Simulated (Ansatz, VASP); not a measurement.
**One calculation of ZnF2, two programs**

```
Zn F
1.0
     4.71716    4.71716    0.00000
    -4.71716    4.71716    0.00000
     0.00000   -4.71716    6.25730
Zn F
8 16
Direct
  0.62500 0.12500 0.25000
  0.87500 0.37500 0.75000
  0.12500 0.62500 0.25000
  0.37500 0.87500 0.75000
  0.00000 0.00000 0.00000
  0.25000 0.25000 0.50000
  0.50000 0.50000 0.00000
  0.75000 0.75000 0.50000
  0.69616 0.00000 0.00000
  0.94616 0.25000 0.50000
  0.19616 0.50000 0.00000
  0.44616 0.75000 0.50000
  0.62500 0.82116 0.25000
  0.87500 0.07116 0.75000
  0.12500 0.32116 0.25000
  0.37500 0.57116 0.75000
  0.30384 0.00000 0.00000
  0.55384 0.25000 0.50000
  0.80384 0.50000 0.00000
  0.05384 0.75000 0.50000
  0.62500 0.42884 0.25000
  0.87500 0.67884 0.75000
  0.12500 0.92884 0.25000
  0.37500 0.17884 0.75000
```

Alike in both runs: task single point; functional PBEsol; k mesh 2 × 2 × 2; occupations gaussian, width 0.02 eV; no spin polarisation.

|  | VASP | Ansatz |
| --- | --- | --- |
| version | VASP 6.6.1 | Ansatz 0.2.0 |
| potentials or method | VASP PAW PBE potentials, release 64 (Zn, F), cutoff 600 eV | scalar-relativistic, plane waves, PAW |
| valence electrons in the cell | 208 | 208 |

Ansatz gave:

* gap on the k mesh at the Fermi level (eV): 3.45
* least direct gap on the mesh (eV): 3.45
* pressure (GPa): 0.0
* traceless stress, the component that is largest in VASP (GPa): -0.01
* rms of the force components (eV/Å): 0.000

Q: What did VASP give for the same quantities?

A: gap on the k mesh at the Fermi level (eV): 3.37; least direct gap on the mesh (eV): 3.37; pressure (GPa): 0.5; traceless stress, the component that is largest in VASP (GPa): 0.22; rms of the force components (eV/Å): 0.007.

VASP's potentials were made for PBE, not for PBEsol. Atom by atom the forces differ by 0.007 eV/Å (rms over components). With one functional, cell and mesh, what is left measures potentials, basis and numerics.

The k mesh is coarse, so the values compare programs but aren't converged.
